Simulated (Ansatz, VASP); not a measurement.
## One calculation of Pt, two programs

```
CELL_PARAMETERS angstrom
4.53156 0.00000 0.00000
0.00000 4.53156 0.00000
0.00000 0.00000 2.75791
ATOMIC_POSITIONS crystal
Pt 0.00000 0.50000 0.50000
Pt 0.50000 0.00000 0.50000
Pt 0.00000 0.00000 0.00000
```

Alike in both runs: task relaxation of cell and atoms; functional PBE; k mesh 10 × 10 × 16; occupations gaussian, width 0.1 eV; no spin polarisation.

|  | VASP | Ansatz |
| --- | --- | --- |
| version | VASP 6.6.1 | Ansatz 0.2.0 |
| potentials or method | VASP PAW PBE potentials, release 64 (Pt), cutoff 600 eV | scalar-relativistic, plane waves, PAW |
| valence electrons in the cell | 30 | 54 |

VASP gave:

| Quantity | Value |
| --- | --- |
| gap on the k mesh at the Fermi level, each at its own relaxed structure (eV) | none |
| relaxed volume (Å³/atom) | 18.90 |
| relaxed cell length with the largest relative difference (Å) | 4.542 |

**Question.** Which values does Ansatz return?

**Answer.** gap on the k mesh at the Fermi level, each at its own relaxed structure (eV): none; relaxed volume (Å³/atom): 18.94; relaxed cell length with the largest relative difference (Å): 4.550.

A gap of «none» marks a metal or a gap that the smearing closes. VASP's potentials hold 30 valence electrons a cell and Ansatz's 54, so a difference there can come from the potentials and not from the codes.

Spin-orbit coupling is off throughout.
